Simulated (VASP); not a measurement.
# TaC (R-3m) in VASP: further runs, part 2 of 2

VASP 6.6.1.

### 3 Electric field gradients, PBE (equal xy, yz and zx shear strains of +1 %)

Input file INCAR:

```
ALGO     = Normal         # electronic algorithm
EDIFF    = 1E-8           # SCF threshold, eV
ENCUT    = 520            # plane-wave cutoff, eV
GGA      = PE             # functional
GGA_COMPAT= False        
ISIF     = 2              # what is computed and relaxed
ISMEAR   = -1             # smearing method
LASPH    = True           # aspherical terms in the spheres
LCHARG   = False          # write CHGCAR
LEFG     = True         
LREAL    = False          # projectors in reciprocal space
LWAVE    = False          # write WAVECAR
NBANDS   = 14             # bands
NELM     = 120            # most SCF steps
PREC     = Accurate       # precision mode
SIGMA    = 0.08           # smearing width, eV
```

Input file KPOINTS:

```
k-points
0
Gamma
  13 13 13
```

Input file POSCAR:

```
TaC
1.0
    0.0222700000      2.2381350000      2.2381350000
    2.2381350000      0.0222700000      2.2381350000
    2.2381350000      2.2381350000      0.0222700000
Ta C
1 1
Direct
    0.0000000000      0.0000000000      0.0000000000
    0.5000000000      0.5000000000      0.5000000000
```

Potentials or basis: VASP PAW PBE potentials, release 64 (Ta_pv, C).

The run is started by

```sh
cat potpaw_PBE.64/Ta_pv/POTCAR potpaw_PBE.64/C/POTCAR > POTCAR
mpirun -np 1 vasp_std > vasp.out
```

OUTCAR:

```text
EDIFF = 1E-8
   ENCUT = 520
   GGA = PE
   ISIF = 2
   ISMEAR = -1
   LASPH = True
   LREAL = False
   NELM = 120
   PREC = Accurate

 ion  position               nearest neighbor table
   1  0.000  0.000  0.000-   2 2.23   2 2.23   2 2.23   2 2.23   2 2.23   2 2.23
   2  0.500  0.500  0.500-   1 2.23   1 2.23   1 2.23   1 2.23   1 2.23   1 2.23

  LATTYP: Found a trigonal (rhomboedric) cell.
 ALAT       =     3.1652792151
 COS(alpha) =     0.5099250056

  Lattice vectors:

 A1 = (   0.0222700000,   2.2381350000,   2.2381350000)
 A2 = (   2.2381350000,   0.0222700000,   2.2381350000)
 A3 = (   2.2381350000,   2.2381350000,   0.0222700000)

Analysis of symmetry for initial positions (statically):
=====================================================================
 Subroutine PRICEL returns:
 Original cell was already a primitive cell.

 Routine SETGRP: Setting up the symmetry group for a
 trigonal (rhombohedral) supercell.

 Subroutine GETGRP returns: Found 12 space group operations
 (whereof 12 operations were pure point group operations)
 out of a pool of 12 trial point group operations.

The static configuration has the point symmetry D_3d.

Analysis of symmetry for dynamics (positions and initial velocities):
=====================================================================
 Subroutine PRICEL returns:
 Original cell was already a primitive cell.

 Routine SETGRP: Setting up the symmetry group for a
 trigonal (rhombohedral) supercell.

 Subroutine GETGRP returns: Found 12 space group operations
 (whereof 12 operations were pure point group operations)
 out of a pool of 12 trial point group operations.

[... 167 lines left out ...]
     12       9.0639      0.00062
     13      14.9965      0.00000
     14      18.4592      0.00000
[... 377 lines left out ...]
      1     -27.2836      2.00000
      2     -26.8187      2.00000
      3     -26.7871      2.00000
      4      -2.9496      2.00000
      5       0.8946      2.00000
      6       3.2280      2.00000
      7       3.6157      2.00000
      8       8.9355      0.00308
      9      11.3192      0.00000
     10      12.0178      0.00000
     11      15.6662      0.00000
     12      15.7271      0.00000
     13      18.5214      0.00000
     14      20.6934      0.00000

 [... further k-points ...]
[... 5 lines left out ...]
  --------------------------------------------------------------------------------------
  -------------------------------------------------------------------------------------
  Total        0.7717651      0.7717651      0.7717651     -0.2611467     -0.2611467     -0.2611467
  in kB       55.9806001     55.9806001     55.9806001    -18.9424877    -18.9424877    -18.9424877
  external PRESSURE =      55.9806001 kB  Pullay stress =       0.0000000 kB

 VOLUME and BASIS-vectors are now :
 -----------------------------------------------------------------------------
  energy-cutoff  :      520.00
  volume of cell :       22.09
      direct lattice vectors                 reciprocal lattice vectors
     0.022270000  2.238135000  2.238135000    -0.226762572  0.224528458  0.224528458
     2.238135000  0.022270000  2.238135000     0.224528458 -0.226762572  0.224528458
     2.238135000  2.238135000  0.022270000     0.224528458  0.224528458 -0.226762572

 POSITION                                       TOTAL-FORCE (eV/Angst)
 -----------------------------------------------------------------------------------
      0.00000      0.00000      0.00000        -0.000000     -0.000000     -0.000000
      2.24927      2.24927      2.24927         0.000000      0.000000      0.000000
 -----------------------------------------------------------------------------------
    total drift:                                0.000000     -0.000000     -0.000000

  FREE ENERGIE OF THE ION-ELECTRON SYSTEM (eV)
  ---------------------------------------------------
  free  energy   TOTEN  =       -22.2017592763 eV

  energy  without entropy=      -22.1916094573  energy(sigma->0) =      -22.19668437

 Electric field gradients (V/A^2)
---------------------------------------------------------------------
 ion       V_xx      V_yy      V_zz      V_xy      V_xz      V_yz
---------------------------------------------------------------------
   1      -0.000     0.000     0.000     2.045     2.045     2.045
   2       0.000    -0.000    -0.000     0.286     0.286     0.286
---------------------------------------------------------------------

 Electric field gradients after diagonalization (V/A^2)
 (convention: |V_zz| > |V_xx| > |V_yy|)
----------------------------------------------------------------------
 ion       V_xx      V_yy      V_zz     asymmetry (V_yy - V_xx)/ V_zz
----------------------------------------------------------------------
   1      -2.045    -2.045     4.089       0.000
   2      -0.286    -0.286     0.571       0.000
----------------------------------------------------------------------

           NMR quadrupolar parameters

 Cq : quadrupolar parameter    Cq=e*Q*V_zz/h
 eta: asymmetry parameters     (V_yy - V_xx)/ V_zz
 Q  : nuclear electric quadrupole moment in mb (millibarn)
----------------------------------------------------------------------
 ion       Cq(MHz)       eta       Q (mb)
----------------------------------------------------------------------
   1       0.010       0.000       1.000
   2       0.001       0.000       1.000
----------------------------------------------------------------------
```

Run time: 2.6 min. Hardware: 1 thread of AMD EPYC, shared host; peak memory 0.17 GiB.

What came out:

```yaml
Free_energy: -22.2018 eV
Pressure: 5.6 GPa
```

Stress tensor (GPa, compression positive):
```
 5.60 -1.89 -1.89
-1.89  5.60 -1.89
-1.89 -1.89  5.60
```

Electric field gradients, principal values (V/Å²):
| atom | least | middle | greatest (by size) |
| --- | --- | --- | --- |
| 1 Ta | -2.045 | -2.045 | 4.089 |
| 2 C | -0.286 | -0.286 | 0.571 |

Caveat: the cell differs from its parent crystal (equal xy, yz and zx shear strains of +1 %); without QUAD_EFG the Cq values of the log hold for a quadrupole moment of 1 mb, not for the nuclei.
